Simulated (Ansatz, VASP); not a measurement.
# WC: VASP beside Ansatz

The input INCAR:

```
PREC = Accurate
ENCUT = 520
EDIFF = 1E-6
ISMEAR = 0
SIGMA = 0.15
LREAL = False
LASPH = True
NELM = 100
ALGO = Normal
ISIF = 2
LWAVE = False
LCHARG = False
GGA = PS
NBANDS = 16
```

Contents of KPOINTS:

```
regular mesh
0
Gamma
  24 24 22
```

POSCAR

```
WC
1.0
    2.8984136663      0.0000000000      0.0000000000
   -1.4492068332      2.5100998657      0.0000000000
    0.0000000000      0.0000000000      2.8276119040
W C
1 1
Direct
    0.0000000000      0.0000000000      0.0000000000
    0.6666666667      0.3333333333      0.5000000000
```

Input for Ansatz:

```yaml
crystal:
  lattice:
    - [2.8984136663, 0.0, 0.0]
    - [-1.4492068332, 2.5100998657, 0.0]
    - [0.0, 0.0, 2.827611904]
  atoms:
    - { symbol: W, position: [0.0, 0.0, 0.0] }
    - { symbol: C, position: [0.6666666667, 0.3333333333, 0.5] }
basis:
  ecutwfc: 420
kpoints:
  mp_grid: { grid: [24, 24, 22] }
hamiltonian:
  xc: pbesol
scf:
  occupations: { method: gaussian, width: 0.15 }
output:
  forces: true
  stress: true
  eigenvalues: true
  write_density: true
  write_potential: true
  elf: true
  volumetric_format: npy
```

Alike in both runs: task single point; functional PBEsol; k mesh 24 × 24 × 22; occupations gaussian, width 0.15 eV; no spin polarisation.

```csv
,VASP,Ansatz
version,VASP 6.6.1,Ansatz 0.2.0
potentials or method,"VASP PAW PBE potentials, release 64 (W_sv, C), cutoff 520 eV","scalar-relativistic, plane waves, PAW"
valence electrons in the cell,18,18
```

```csv
,VASP,Ansatz,Ansatz less VASP
gap on the k mesh at the Fermi level (eV),none,none,-
pressure (GPa),1.3,0.0,-1.28
"traceless stress, the component that is largest in VASP (GPa)",0.03,-0.19,-0.226
```

VASP's potentials were made for PBE, not for PBEsol. A gap of «none» marks a metal or a gap that the smearing closes. With one functional, cell and mesh, what is left measures potentials, basis and numerics.

Neither program's run includes spin-orbit coupling.
